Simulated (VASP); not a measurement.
# InAs (I-4m2) in VASP: notebook

Runs on InAs. Level: PBEsol. Tasks: single point.

Program: VASP 6.6.1. These are calculated values, not measurements. Logs are shortened: lines on timing, memory, paths and dates and some standing lists are left out, and cuts for length are marked.

## Step 1: The cell of the first run

The structure is tetragonal, space group I-4m2 (No. 119). The conventional cell has a = 4.316 Å, b = 4.316 Å, c = 5.572 Å, α = 90.00°, β = 90.00°, γ = 90.00°. In (site symmetry -4m2) has 4 As at 2.57 Å within 3.4 Å. As (site symmetry -4m2) has 4 In at 2.57 Å within 3.4 Å.

## Step 2: Single point, PBEsol (25.95 Å³/atom)

The input, INCAR:

```
SYSTEM = InAs
PREC = Accurate ; ENCUT = 520
EDIFF = 1E-6 ; ISMEAR = 0
SIGMA = 0.15 ; LREAL = .FALSE.
LASPH = .TRUE. ; NELM = 100
ALGO = Normal ; ISIF = 2
LWAVE = .FALSE. ; LCHARG = .TRUE.
GGA = PS ; LELF = .TRUE.
LVHAR = .TRUE. ; NBANDS = 16
```

The input, KPOINTS:

```
Automatic mesh
0
G
  14 14 14
  0 0 0
```

The input, POSCAR:

```
InAs
1.0
    0.0000000000      2.7861825569      3.0516785946
    3.0516785946      0.0000000000      3.0516785946
    3.0516785946      2.7861825569      0.0000000000
In As
1 1
Direct
    0.0000000000      0.0000000000      0.0000000000
    0.7500000000      0.7500000000      0.7500000000
```

Potentials or basis: VASP PAW PBE potentials, release 64 (In_d, As).

Run with:

```bash
> cat potpaw_PBE.64/In_d/POTCAR potpaw_PBE.64/As/POTCAR > POTCAR
> mpirun -np 1 vasp_std > vasp.out
```

OUTCAR:

```text
SYSTEM = InAs
   PREC = Accurate
   ENCUT = 520
   EDIFF = 1E-6
   ISMEAR = 0
   LREAL = .FALSE.
   LASPH = .TRUE.
   NELM = 100
   ISIF = 2
   GGA = PS

 ion  position               nearest neighbor table
   1  0.000  0.000  0.000-   2 2.57   2 2.57   2 2.57   2 2.57
   2  0.750  0.750  0.750-   1 2.57   1 2.57   1 2.57   1 2.57

  LATTYP: Found a body centered tetragonal cell.
 ALAT       =     4.3157252565
 C/A-ratio  =     1.2911769825

  Lattice vectors:

 A1 = (   0.0000000000,  -2.7861825569,   3.0516785946)
 A2 = (   0.0000000000,  -2.7861825569,  -3.0516785946)
 A3 = (   3.0516785946,   2.7861825569,   0.0000000000)

Analysis of symmetry for initial positions (statically):
=====================================================================
 Subroutine PRICEL returns:
 Original cell was already a primitive cell.

 Routine SETGRP: Setting up the symmetry group for a
 body centered tetragonal supercell.

 Subroutine GETGRP returns: Found  8 space group operations
 (whereof  8 operations were pure point group operations)
 out of a pool of 16 trial point group operations.

The static configuration has the point symmetry D_2d.

Analysis of symmetry for dynamics (positions and initial velocities):
=====================================================================
 Subroutine PRICEL returns:
 Original cell was already a primitive cell.

 Routine SETGRP: Setting up the symmetry group for a
 body centered tetragonal supercell.

 Subroutine GETGRP returns: Found  8 space group operations
 (whereof  8 operations were pure point group operations)
 out of a pool of 16 trial point group operations.

The dynamic configuration has the point symmetry D_2d.

 Subroutine INISYM returns: Found  8 space group operations
 (whereof  8 operations are pure point group operations),
 and found     1 'primitive' translations

----------------------------------------------------------------------------------------

                                     Primitive cell

  volume of cell :      51.8940

  direct lattice vectors                    reciprocal lattice vectors
     0.000000000  2.786182557  3.051678595    -0.163844253  0.179457013  0.163844253
     3.051678595  0.000000000  3.051678595     0.163844253 -0.179457013  0.163844253
     3.051678595  2.786182557  0.000000000     0.163844253  0.179457013 -0.163844253

  length of vectors
     4.132257916  4.315725256  4.132257916     0.293077973  0.293077973  0.293077973

  position of ions in fractional coordinates (direct lattice)
     0.000000000  0.000000000  0.000000000
     0.750000000  0.750000000  0.750000000

  ion indices of the primitive-cell ions
   primitive index   ion index
                 1           1
                 2           2

----------------------------------------------------------------------------------------

 KPOINTS: Automatic mesh

Automatic generation of k-mesh.
 Grid dimensions read from file:
 generate k-points for:   14   14   14

 Generating k-lattice:

  Cartesian coordinates                     Fractional coordinates (reciprocal lattice)
    -0.011703161  0.012818358  0.011703161     0.071428571  0.000000000  0.000000000
     0.011703161 -0.012818358  0.011703161     0.000000000  0.071428571  0.000000000
     0.011703161  0.012818358 -0.011703161     0.000000000  0.000000000  0.071428571

  Length of vectors
     0.020934141  0.020934141  0.020934141

  Shift w.r.t. Gamma in fractional coordinates (k-lattice)
     0.000000000  0.000000000  0.000000000

 Subroutine IBZKPT returns following result:
 ===========================================

 Found    244 irreducible k-points:

 Following reciprocal coordinates:
            Coordinates               Weight
  0.000000  0.000000  0.000000      1.000000
  0.071429  0.000000  0.000000      8.000000
  0.142857  0.000000  0.000000      8.000000
  0.214286  0.000000  0.000000      8.000000
  0.285714  0.000000  0.000000      8.000000
  0.357143  0.000000  0.000000      8.000000
[... 16 lines left out ...]
  0.214286  0.142857  0.000000     16.000000
  0.285714  0.142857  0.000000     16.000000
 [... further k-points ...]
   k-points           NKPTS =    244   k-points in BZ     NKDIM =    244   number of bands    NBANDS=     16
   number of dos      NEDOS =    301   number of ions     NIONS =      2
   total plane-waves  NPLWV =  32768
   dimension x,y,z NGX =    32 NGY =   32 NGZ =   32
   dimension x,y,z NGXF=    64 NGYF=   64 NGZF=   64
   ions per type =               1   1
   NGX,Y,Z   is equivalent  to a cutoff of  12.87, 12.33, 12.87 a.u.
   NGXF,Y,Z  is equivalent  to a cutoff of  25.75, 24.65, 25.75 a.u.
 SYSTEM =  InAs
   PREC   = accura    normal or accurate (medium, high low for compatibility)
   ISTART =      0    job   : 0-new  1-cont  2-samecut
   ICHARG =      2    charge: 1-file 2-atom 10-const
   ISPIN  =      1    spin polarized calculation?
   LNONCOLLINEAR =      F non collinear calculations
   LSORBIT =      F    spin-orbit coupling
   LASPH  =      T    aspherical Exc in radial PAW
   ENCUT  =  520.0 eV  38.22 Ry    6.18 a.u.   7.68  8.02  7.68*2*pi/ulx,y,z
   NELM   =    100;   NELMIN=  2; NELMDL= -5     # of ELM steps
   EDIFF  = 0.1E-05   stopping-criterion for ELM
   LREAL  =      F    real-space projection
   EDIFFG = 0.1E-04   stopping-criterion for IOM
   NSW    =      0    number of steps for IOM
   IBRION =     -1    ionic relax: 0-MD 1-quasi-New 2-CG
   NFREE  =      0    steps in history (QN), initial steepest desc. (CG)
   ISIF   =      2    stress and relaxation
   ISYM   =      2    0-nonsym 1-usesym 2-fastsym
   POTIM  = 0.5000    time-step for ionic-motion
   TEBEG  =    0.0;   TEEND  =   0.0 temperature during run
   PSTRESS=    0.0 pullay stress
   NELECT =      18.0000    total number of electrons
   NUPDOWN=      -1.0000    fix difference up-down
   EMIN   =  10.00;   EMAX   =-10.00  energy-range for DOS
   EFERMI =   0.00;   METHOD = LEGACY
   ISMEAR =     0;   SIGMA  =   0.15  broadening in eV -4-tet -1-fermi 0-gaus
   EFERMI_NEDOS =   21; number of points for ismear=-14 and -15
   IALGO  =     38    algorithm
   IMIX   =      4    mixing-type and parameters
     AMIX     =   0.40;   BMIX     =  1.00
     AMIX_MAG =   1.60;   BMIX_MAG =  1.00
  volume/ion in A,a.u.               =      25.95       175.10
  Fermi-wavevector in a.u.,A,eV,Ry     =   1.150253  2.173663 18.001615  1.323081
  Thomas-Fermi vector in A             =   2.286918
   LORBIT       =      0    0 simple, 1 ext, 2 COOP (PROOUT), +10 PAW based schemes
   GGA     = PS    functional components
   LHFCALC =     F    Hartree Fock is set to
   AEXX    =    0.0000 exact exchange contribution
   IVDW    =     0    specifies the selected vdW correction
   LEPSILON=     F    determine dielectric tensor
   LRPA    =     F    only Hartree local field effects (RPA)
 non-spin polarized calculation
 Gauss-broadening in eV      SIGMA  =   0.15
  energy-cutoff  :      520.00
  volume of cell :       51.89
 maximum number of plane-waves:      1420
   NGX = 15   NGY = 17   NGZ = 15

 number of electron      18.0000005 magnetization

 Free energy of the ion-electron system (eV)
  ---------------------------------------------------
  ext. energy  EPLUGINS =         0.00000000
  ---------------------------------------------------
  free energy    TOTEN  =        -8.39037562 eV

  energy without entropy =       -8.39026213  energy(sigma->0) =       -8.39031887

 E-fermi :   5.2836     XC(G=0):  -9.5712

 val. band max:        5.0933971325   @ k =   0.0714   0.0000   0.0000
 cond. band min:       5.2946616879   @ k =   0.0000   0.0000   0.0000
 fundamental gap:      0.2012645554
 Fermi energy:         5.2835732638

 k-point     1 :       0.0000    0.0000    0.0000
  band No.  band energies     occupation
      1      -9.4549      2.00000
      2      -9.4549      2.00000
      3      -9.4250      2.00000
      4      -9.2993      2.00000
      5      -9.2897      2.00000
      6      -7.2645      2.00000
[... 8 lines left out ...]
     15      14.0864      0.00000
     16      14.8699      0.00000

 k-point     2 :       0.0714    0.0000    0.0000
  band No.  band energies     occupation
      1      -9.4608      2.00000
      2      -9.4523      2.00000
      3      -9.4265      2.00000
      4      -9.2995      2.00000
      5      -9.2893      2.00000
      6      -7.2040      2.00000
[... 8 lines left out ...]
     15      13.6791      0.00000
     16      14.2923      0.00000

 k-point     3 :       0.1429    0.0000    0.0000
  band No.  band energies     occupation
      1      -9.4825      2.00000
      2      -9.4454      2.00000
      3      -9.4243      2.00000
      4      -9.3000      2.00000
      5      -9.2880      2.00000
      6      -7.0277      2.00000
[... 8 lines left out ...]
     15      13.3530      0.00000
     16      14.1669      0.00000

 k-point     4 :       0.2143    0.0000    0.0000
  band No.  band energies     occupation
      1      -9.5157      2.00000
      2      -9.4362      2.00000
      3      -9.4170      2.00000
      4      -9.3004      2.00000
      5      -9.2851      2.00000
      6      -6.7506      2.00000
[... 8 lines left out ...]
     15      13.3257      0.00000
     16      14.3654      0.00000

 k-point     5 :       0.2857    0.0000    0.0000
  band No.  band energies     occupation
      1      -9.5509      2.00000
      2      -9.4277      2.00000
      3      -9.4086      2.00000
      4      -9.3001      2.00000
      5      -9.2801      2.00000
      6      -6.3992      2.00000
[... 8 lines left out ...]
     15      13.7927      0.00000
     16      14.2561      0.00000

 k-point     6 :       0.3571    0.0000    0.0000
  band No.  band energies     occupation
      1      -9.5809      2.00000
      2      -9.4214      2.00000
      3      -9.4017      2.00000
      4      -9.2989      2.00000
      5      -9.2741      2.00000
      6      -6.0213      2.00000
[... 8 lines left out ...]
     15      14.5901      0.00000
     16      14.6241      0.00000

 k-point     7 :       0.4286    0.0000    0.0000
  band No.  band energies     occupation
      1      -9.6008      2.00000
      2      -9.4179      2.00000
      3      -9.3976      2.00000
      4      -9.2974      2.00000
      5      -9.2690      2.00000
      6      -5.7040      2.00000
[... 8 lines left out ...]
     15      15.2663      0.00000
     16      15.6590      0.00000

 k-point     8 :       0.5000    0.0000    0.0000
  band No.  band energies     occupation
      1      -9.6078      2.00000
      2      -9.4168      2.00000
      3      -9.3962      2.00000
      4      -9.2967      2.00000
      5      -9.2670      2.00000
      6      -5.5738      2.00000
[... 8 lines left out ...]
     15      15.5946      0.00000
     16      16.3932      0.00000

 k-point     9 :       0.0714    0.0714    0.0000
  band No.  band energies     occupation
      1      -9.4694      2.00000
      2      -9.4494      2.00000
      3      -9.4212      2.00000
      4      -9.2985      2.00000
      5      -9.2900      2.00000
      6      -7.1886      2.00000
[... 8 lines left out ...]
     15      13.1560      0.00000
     16      14.7364      0.00000
[... 172 lines left out ...]
 k-point    19 :      -0.2143    0.0714   -0.0000
  band No.  band energies     occupation
      1      -9.5332      2.00000
      2      -9.4282      2.00000
      3      -9.4156      2.00000
      4      -9.3036      2.00000
      5      -9.2816      2.00000
      6      -6.5821      2.00000
[... 8 lines left out ...]
     15      13.7721      0.00000
     16      14.3928      0.00000

 k-point    20 :      -0.1429    0.0714    0.0000
  band No.  band energies     occupation
      1      -9.4990      2.00000
      2      -9.4365      2.00000
      3      -9.4253      2.00000
      4      -9.3026      2.00000
      5      -9.2855      2.00000
      6      -6.8872      2.00000
[... 8 lines left out ...]
     15      13.8129      0.00000
     16      14.4510      0.00000

 k-point    21 :      -0.0714    0.0714    0.0000
  band No.  band energies     occupation
      1      -9.4717      2.00000
      2      -9.4452      2.00000
      3      -9.4304      2.00000
      4      -9.3010      2.00000
      5      -9.2879      2.00000
      6      -7.1007      2.00000
[... 8 lines left out ...]
     15      13.3933      0.00000
     16      14.6678      0.00000

 k-point    22 :       0.1429    0.1429    0.0000
  band No.  band energies     occupation
      1      -9.5062      2.00000
      2      -9.4341      2.00000
      3      -9.4105      2.00000
      4      -9.2996      2.00000
      5      -9.2891      2.00000
      6      -6.9679      2.00000
[... 8 lines left out ...]
     15      14.0175      0.00000
     16      14.9787      0.00000

 k-point    23 :       0.2143    0.1429    0.0000
  band No.  band energies     occupation
      1      -9.5301      2.00000
      2      -9.4244      2.00000
      3      -9.4041      2.00000
      4      -9.3018      2.00000
      5      -9.2872      2.00000
      6      -6.7714      2.00000
[... 8 lines left out ...]
     15      14.4352      0.00000
     16      15.0728      0.00000

 k-point    24 :       0.2857    0.1429    0.0000
  band No.  band energies     occupation
      1      -9.5563      2.00000
      2      -9.4164      2.00000
      3      -9.3978      2.00000
      4      -9.3028      2.00000
      5      -9.2846      2.00000
      6      -6.4823      2.00000
[... 8 lines left out ...]
     15      14.4226      0.00000
     16      15.5190      0.00000

 [... further k-points ...]

------------------------ aborting loop because EDIFF is reached ----------------------------------------

  FORCE on cell =-STRESS in cart. coord.  units (eV):
  Direction    XX          YY          ZZ          XY          YZ          ZX
  --------------------------------------------------------------------------------------
  -------------------------------------------------------------------------------------
  Total        1.5404492      2.2581506      1.5404492      0.0000000      0.0000000      0.0000000
  in kB       47.5598884     69.7182283     47.5598884      0.0000000      0.0000000      0.0000000
  external PRESSURE =      54.9460017 kB  Pullay stress =       0.0000000 kB

 VOLUME and BASIS-vectors are now :
 -----------------------------------------------------------------------------
  energy-cutoff  :      520.00
  volume of cell :       51.89
      direct lattice vectors                 reciprocal lattice vectors
     0.000000000  2.786182557  3.051678595    -0.163844253  0.179457013  0.163844253
     3.051678595  0.000000000  3.051678595     0.163844253 -0.179457013  0.163844253
     3.051678595  2.786182557  0.000000000     0.163844253  0.179457013 -0.163844253

 POSITION                                       TOTAL-FORCE (eV/Angst)
 -----------------------------------------------------------------------------------
      0.00000      0.00000      0.00000         0.000000      0.000000      0.000000
      4.57752      4.17927      4.57752         0.000000     -0.000000      0.000000
 -----------------------------------------------------------------------------------
    total drift:                               -0.000000      0.000001     -0.000000

  FREE ENERGIE OF THE ION-ELECTRON SYSTEM (eV)
  ---------------------------------------------------
  free  energy   TOTEN  =        -8.3903756230 eV

  energy  without entropy=       -8.3902621265  energy(sigma->0) =       -8.39031887
```

Wall time 55 s (1 thread of Intel Xeon 6975P-C (Granite Rapids), shared host); peak memory 0.34 GiB.

What came out:

```
Free energy            : -8.3904 eV
Pressure               : 5.5 GPa
Band gap on the k mesh : 0.20 eV (least direct gap 0.26 eV)
```

Caveat: the cell stands under pressure; semilocal functionals underestimate gaps, and a narrow one can read as zero; the PAW data sets were made with another functional, which shifts forces and pressure a little; spin-orbit coupling is left out, which moves the levels of the heavy elements. A k mesh can miss the band edges.

(Continued in part 2 of 2.)
